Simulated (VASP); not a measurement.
# CdSe (F-43m) in VASP: further runs

Runs on CdSe. Level: PBE. Tasks: single point, relaxation of cell and atoms.

Program: VASP 6.6.1. These are calculated values, not measurements. Logs are shortened: lines on timing, memory, paths and dates and some standing lists are left out, and cuts for length are marked.

### 1 The cell of the first run

It takes space group F-43m (No. 216, cubic). The conventional cell has a = 6.197 Å, b = 6.197 Å, c = 6.197 Å, α = 90.00°, β = 90.00°, γ = 90.00°. Within 3.5 Å of Cd (site symmetry -43m) lie 4 Se at 2.68 Å. Se (site symmetry -43m) has 4 Cd at 2.68 Å within 3.5 Å.

### 2 Single point, PBE

Input file INCAR:

```
SYSTEM = CdSe
  ALGO = Normal
  EDIFF = 1E-6
  ENCUT = 520
  GGA = PE
  ISIF = 2
  ISMEAR = 0
  LASPH = .TRUE.
  LCHARG = .FALSE.
  LREAL = .FALSE.
  LWAVE = .FALSE.
  NBANDS = 16
  NELM = 100
  PREC = Accurate
  SIGMA = 0.02
```

Input file KPOINTS:

```
k-points
0
G
  10 10 10
  0 0 0
```

Input file POSCAR:

```
CdSe
1.0
    0.0000000000      3.0984146737      3.0984146737
    3.0984146737      0.0000000000      3.0984146737
    3.0984146737      3.0984146737      0.0000000000
Cd Se
1 1
Direct
    0.0000000000      0.0000000000      0.0000000000
    0.7500000000      0.7500000000      0.7500000000
```

Potentials or basis: VASP PAW PBE potentials, release 64 (Cd, Se).

On the command line:

```bash
$ cat potpaw_PBE.64/Cd/POTCAR potpaw_PBE.64/Se/POTCAR > POTCAR
$ mpirun -np 1 vasp_std > vasp.out
```

OUTCAR:

```text
SYSTEM = CdSe
   EDIFF = 1E-6
   ENCUT = 520
   GGA = PE
   ISIF = 2
   ISMEAR = 0
   LASPH = .TRUE.
   LREAL = .FALSE.
   NELM = 100
   PREC = Accurate

 ion  position               nearest neighbor table
   1  0.000  0.000  0.000-   2 2.68   2 2.68   2 2.68   2 2.68
   2  0.750  0.750  0.750-   1 2.68   1 2.68   1 2.68   1 2.68

  LATTYP: Found a face centered cubic cell.
 ALAT       =     6.1968293474

  Lattice vectors:

 A1 = (   0.0000000000,   3.0984146737,   3.0984146737)
 A2 = (   3.0984146737,   0.0000000000,   3.0984146737)
 A3 = (   3.0984146737,   3.0984146737,   0.0000000000)

Analysis of symmetry for initial positions (statically):
=====================================================================
 Subroutine PRICEL returns:
 Original cell was already a primitive cell.

 Routine SETGRP: Setting up the symmetry group for a
 face centered cubic supercell.

 Subroutine GETGRP returns: Found 24 space group operations
 (whereof 24 operations were pure point group operations)
 out of a pool of 48 trial point group operations.

The static configuration has the point symmetry T_d .

Analysis of symmetry for dynamics (positions and initial velocities):
=====================================================================
 Subroutine PRICEL returns:
 Original cell was already a primitive cell.

 Routine SETGRP: Setting up the symmetry group for a
 face centered cubic supercell.

 Subroutine GETGRP returns: Found 24 space group operations
 (whereof 24 operations were pure point group operations)
 out of a pool of 48 trial point group operations.

The dynamic configuration has the point symmetry T_d .

 Subroutine INISYM returns: Found 24 space group operations
 (whereof 24 operations are pure point group operations),
 and found     1 'primitive' translations

----------------------------------------------------------------------------------------

                                     Primitive cell

  volume of cell :      59.4906

  direct lattice vectors                    reciprocal lattice vectors
     0.000000000  3.098414674  3.098414674    -0.161372848  0.161372848  0.161372848
     3.098414674  0.000000000  3.098414674     0.161372848 -0.161372848  0.161372848
     3.098414674  3.098414674  0.000000000     0.161372848  0.161372848 -0.161372848

  length of vectors
     4.381820053  4.381820053  4.381820053     0.279505972  0.279505972  0.279505972

  position of ions in fractional coordinates (direct lattice)
     0.000000000  0.000000000  0.000000000
     0.750000000  0.750000000  0.750000000

  ion indices of the primitive-cell ions
   primitive index   ion index
                 1           1
                 2           2

----------------------------------------------------------------------------------------

 KPOINTS: k-points

Automatic generation of k-mesh.
 Grid dimensions read from file:
 generate k-points for:   10   10   10

 Generating k-lattice:

  Cartesian coordinates                     Fractional coordinates (reciprocal lattice)
    -0.016137285  0.016137285  0.016137285     0.100000000  0.000000000  0.000000000
     0.016137285 -0.016137285  0.016137285     0.000000000  0.100000000  0.000000000
     0.016137285  0.016137285 -0.016137285     0.000000000  0.000000000  0.100000000

  Length of vectors
     0.027950597  0.027950597  0.027950597

  Shift w.r.t. Gamma in fractional coordinates (k-lattice)
     0.000000000  0.000000000  0.000000000

 Subroutine IBZKPT returns following result:
 ===========================================

 Found     47 irreducible k-points:

 Following reciprocal coordinates:
            Coordinates               Weight
  0.000000  0.000000  0.000000      1.000000
  0.100000  0.000000  0.000000      8.000000
  0.200000  0.000000  0.000000      8.000000
  0.300000  0.000000  0.000000      8.000000
  0.400000  0.000000  0.000000      8.000000
  0.500000  0.000000  0.000000      4.000000
[... 16 lines left out ...]
  0.300000  0.300000  0.000000      6.000000
  0.400000  0.300000  0.000000     24.000000
 [... further k-points ...]
   k-points           NKPTS =     47   k-points in BZ     NKDIM =     47   number of bands    NBANDS=     16
   number of dos      NEDOS =    301   number of ions     NIONS =      2
   total plane-waves  NPLWV =  46656
   dimension x,y,z NGX =    36 NGY =   36 NGZ =   36
   dimension x,y,z NGXF=    72 NGYF=   72 NGZF=   72
   ions per type =               1   1
   NGX,Y,Z   is equivalent  to a cutoff of  13.66, 13.66, 13.66 a.u.
   NGXF,Y,Z  is equivalent  to a cutoff of  27.32, 27.32, 27.32 a.u.
 SYSTEM =  CdSe
   PREC   = accura    normal or accurate (medium, high low for compatibility)
   ISTART =      0    job   : 0-new  1-cont  2-samecut
   ICHARG =      2    charge: 1-file 2-atom 10-const
   ISPIN  =      1    spin polarized calculation?
   LNONCOLLINEAR =      F non collinear calculations
   LSORBIT =      F    spin-orbit coupling
   LASPH  =      T    aspherical Exc in radial PAW
   ENCUT  =  520.0 eV  38.22 Ry    6.18 a.u.   8.15  8.15  8.15*2*pi/ulx,y,z
   NELM   =    100;   NELMIN=  2; NELMDL= -5     # of ELM steps
   EDIFF  = 0.1E-05   stopping-criterion for ELM
   LREAL  =      F    real-space projection
   EDIFFG = 0.1E-04   stopping-criterion for IOM
   NSW    =      0    number of steps for IOM
   IBRION =     -1    ionic relax: 0-MD 1-quasi-New 2-CG
   NFREE  =      0    steps in history (QN), initial steepest desc. (CG)
   ISIF   =      2    stress and relaxation
   ISYM   =      2    0-nonsym 1-usesym 2-fastsym
   POTIM  = 0.5000    time-step for ionic-motion
   TEBEG  =    0.0;   TEEND  =   0.0 temperature during run
   PSTRESS=    0.0 pullay stress
   NELECT =      18.0000    total number of electrons
   NUPDOWN=      -1.0000    fix difference up-down
   EMIN   =  10.00;   EMAX   =-10.00  energy-range for DOS
   EFERMI =   0.00;   METHOD = LEGACY
   ISMEAR =     0;   SIGMA  =   0.02  broadening in eV -4-tet -1-fermi 0-gaus
   EFERMI_NEDOS =   21; number of points for ismear=-14 and -15
   IALGO  =     38    algorithm
   IMIX   =      4    mixing-type and parameters
     AMIX     =   0.40;   BMIX     =  1.00
     AMIX_MAG =   1.60;   BMIX_MAG =  1.00
  volume/ion in A,a.u.               =      29.75       200.73
  Fermi-wavevector in a.u.,A,eV,Ry     =   1.099047  2.076897 16.434525  1.207904
  Thomas-Fermi vector in A             =   2.235435
   LORBIT       =      0    0 simple, 1 ext, 2 COOP (PROOUT), +10 PAW based schemes
   GGA     = PE    functional components
   LHFCALC =     F    Hartree Fock is set to
   AEXX    =    0.0000 exact exchange contribution
   IVDW    =     0    specifies the selected vdW correction
   LEPSILON=     F    determine dielectric tensor
   LRPA    =     F    only Hartree local field effects (RPA)
 non-spin polarized calculation
 Gauss-broadening in eV      SIGMA  =   0.02
  energy-cutoff  :      520.00
  volume of cell :       59.49
 maximum number of plane-waves:      1639
 NGX is ok and might be reduce to    36
   NGX = 17   NGY = 17   NGZ = 17

 number of electron      18.0000000 magnetization

 Free energy of the ion-electron system (eV)
  ---------------------------------------------------
  ext. energy  EPLUGINS =         0.00000000
  ---------------------------------------------------
  free energy    TOTEN  =        -5.49992449 eV

  energy without entropy =       -5.49992449  energy(sigma->0) =       -5.49992449

 E-fermi :   0.6250     XC(G=0):  -8.6340

 val. band max:        0.5124552008   @ k =   0.0000   0.0000   0.0000
 cond. band min:       1.0052998915   @ k =   0.0000   0.0000   0.0000
 fundamental gap:      0.4928446907
 Fermi energy:         0.6249742991

 k-point     1 :       0.0000    0.0000    0.0000
  band No.  band energies     occupation
      1     -11.7831      2.00000
      2      -7.2487      2.00000
      3      -7.2487      2.00000
      4      -7.2487      2.00000
      5      -6.9313      2.00000
      6      -6.9313      2.00000
[... 8 lines left out ...]
     15      11.4833      0.00000
     16      11.4833      0.00000

 k-point     2 :       0.1000    0.0000    0.0000
  band No.  band energies     occupation
      1     -11.7525      2.00000
      2      -7.2390      2.00000
      3      -7.2390      2.00000
      4      -7.2203      2.00000
      5      -6.9318      2.00000
      6      -6.9318      2.00000
[... 8 lines left out ...]
     15      10.9134      0.00000
     16      10.9134      0.00000

 k-point     3 :       0.2000    0.0000    0.0000
  band No.  band energies     occupation
      1     -11.6719      2.00000
      2      -7.2153      2.00000
      3      -7.2153      2.00000
      4      -7.1288      2.00000
      5      -6.9313      2.00000
      6      -6.9313      2.00000
[... 8 lines left out ...]
     15      10.4909      0.00000
     16      10.7842      0.00000

 k-point     4 :       0.3000    0.0000    0.0000
  band No.  band energies     occupation
      1     -11.5713      2.00000
      2      -7.1898      2.00000
      3      -7.1898      2.00000
      4      -6.9681      2.00000
      5      -6.9257      2.00000
      6      -6.9257      2.00000
[... 8 lines left out ...]
     15      10.7292      0.00000
     16      10.7292      0.00000
[... 324 lines left out ...]
 k-point    22 :      -0.2000    0.2000    0.0000
  band No.  band energies     occupation
      1     -11.5373      2.00000
      2      -7.1753      2.00000
      3      -7.1624      2.00000
      4      -6.9720      2.00000
      5      -6.9430      2.00000
      6      -6.8754      2.00000
[... 8 lines left out ...]
     15      11.5806      0.00000
     16      12.6735      0.00000

 k-point    23 :       0.3000    0.3000    0.0000
  band No.  band energies     occupation
      1     -11.5028      2.00000
      2      -7.1107      2.00000
      3      -7.1107      2.00000
      4      -7.0704      2.00000
      5      -6.8989      2.00000
      6      -6.8868      2.00000
[... 8 lines left out ...]
     15      12.2095      0.00000
     16      14.0664      0.00000

 k-point    24 :       0.4000    0.3000    0.0000
  band No.  band energies     occupation
      1     -11.4390      2.00000
      2      -7.1027      2.00000
      3      -7.0834      2.00000
      4      -7.0374      2.00000
      5      -6.8937      2.00000
      6      -6.7794      2.00000
[... 8 lines left out ...]
     15      12.5869      0.00000
     16      13.8667      0.00000

 [... further k-points ...]

------------------------ aborting loop because EDIFF is reached ----------------------------------------

  FORCE on cell =-STRESS in cart. coord.  units (eV):
  Direction    XX          YY          ZZ          XY          YZ          ZX
  --------------------------------------------------------------------------------------
  -------------------------------------------------------------------------------------
  Total        0.0852842      0.0852842      0.0852842      0.0000000      0.0000000      0.0000000
  in kB        2.2968390      2.2968390      2.2968390      0.0000000      0.0000000      0.0000000
  external PRESSURE =       2.2968390 kB  Pullay stress =       0.0000000 kB

 VOLUME and BASIS-vectors are now :
 -----------------------------------------------------------------------------
  energy-cutoff  :      520.00
  volume of cell :       59.49
      direct lattice vectors                 reciprocal lattice vectors
     0.000000000  3.098414674  3.098414674    -0.161372848  0.161372848  0.161372848
     3.098414674  0.000000000  3.098414674     0.161372848 -0.161372848  0.161372848
     3.098414674  3.098414674  0.000000000     0.161372848  0.161372848 -0.161372848

 POSITION                                       TOTAL-FORCE (eV/Angst)
 -----------------------------------------------------------------------------------
      0.00000      0.00000      0.00000        -0.000000     -0.000000     -0.000000
      4.64762      4.64762      4.64762         0.000000      0.000000      0.000000
 -----------------------------------------------------------------------------------
    total drift:                                0.000000      0.000000      0.000000

  FREE ENERGIE OF THE ION-ELECTRON SYSTEM (eV)
  ---------------------------------------------------
  free  energy   TOTEN  =        -5.4999244892 eV

  energy  without entropy=       -5.4999244892  energy(sigma->0) =       -5.49992449
```

It took 21 s on 1 thread of Intel Xeon Platinum 8488C (Sapphire Rapids), shared host; peak memory 0.22 GiB.

What came out:

- Free energy: -5.4999 eV
- Pressure: 0.2 GPa
- Band gap on the k mesh: 0.49 eV, direct

### 3 Relaxation of cell and atoms, PBE

This run uses another cell than the first one, of 28.94 Å³/atom, 0.973 times its volume.

Input file INCAR:

```
PREC     = Accurate       # precision mode
ENCUT    = 600            # plane-wave cutoff, eV
EDIFF    = 1E-6           # SCF threshold, eV
ISMEAR   = 0              # smearing method
SIGMA    = 0.02           # smearing width, eV
LREAL    = F              # projectors in reciprocal space
LASPH    = T              # aspherical terms in the spheres
NELM     = 100            # most SCF steps
ALGO     = Normal         # electronic algorithm
ISIF     = 3              # what is computed and relaxed
LWAVE    = F              # write WAVECAR
LCHARG   = F              # write CHGCAR
GGA      = PE             # functional
IBRION   = 2              # ionic algorithm
NSW      = 100            # ionic steps
EDIFFG   = -0.005         # ionic threshold
```

Input file KPOINTS:

```
regular mesh
0
Gamma
  10 10 10
```

Input file POSCAR:

```
CdSe
1.0
    0.0000000000      3.0702711986      3.0702711986
    3.0702711986      0.0000000000      3.0702711986
    3.0702711986      3.0702711986      0.0000000000
Cd Se
1 1
Direct
    0.0000000000      0.0000000000      0.0000000000
    0.7500000000      0.7500000000      0.7500000000
```

Potentials or basis: VASP PAW PBE potentials, release 64 (Cd, Se).

On the command line:

```bash
$ cat potpaw_PBE.64/Cd/POTCAR potpaw_PBE.64/Se/POTCAR > POTCAR
$ mpirun -np 1 vasp_std > vasp.out
```

Wall time 44 s (1 thread of Intel Xeon Platinum 8488C (Sapphire Rapids), shared host); peak memory 0.24 GiB.

The run converged. Its results:

```
Free energy                            : -5.4994 eV
Relaxed volume                         : 29.87 Å³/atom
Relaxed cell                           : a = 4.388 Å, b = 4.388 Å, c = 4.388 Å, α = 60.00°, β = 60.00°, γ = 60.00°
Space group after relaxing (to 0.05 Å) : F-43m (No. 216)
Energy gained by relaxing              : 4.3 meV/atom
Ionic steps                            : 3
Pressure after relaxing                : 0.0 GPa
Band gap on the k mesh                 : 0.48 eV, direct
```

The path:
```csv
step,energy change (eV),largest force (eV/Å),pressure (GPa),volume (Å³)
1,0.0000,0.0000,1.52,57.88
2,-0.0080,0.0000,-0.35,60.22
3,-0.0086,0.0000,0.01,59.74
```

Final structure:
```xyz
2
Lattice="0.0000 3.1027 3.1027 3.1027 0.0000 3.1027 3.1027 3.1027 0.0000" Properties=species:S:1:pos:R:3 pbc="T T T"
Cd    0.0000    0.0000    0.0000
Se    4.6541    4.6541    4.6541
```

Levels at points of the mesh, in eV from the valence-band top:
| k point | band 7 | band 8 | band 9 | band 10 | band 11 | band 12 |
| --- | --- | --- | --- | --- | --- | --- |
| (0.00, 0.00, 0.00) | 0.00 | 0.00 | 0.00 | 0.48 | 5.93 | 5.93 |
| (0.50, 0.00, 0.00) | -4.05 | -0.67 | -0.67 | 2.31 | 6.42 | 6.42 |
| (0.50, 0.50, 0.00) | -3.81 | -1.66 | -1.66 | 3.25 | 3.69 | 8.84 |
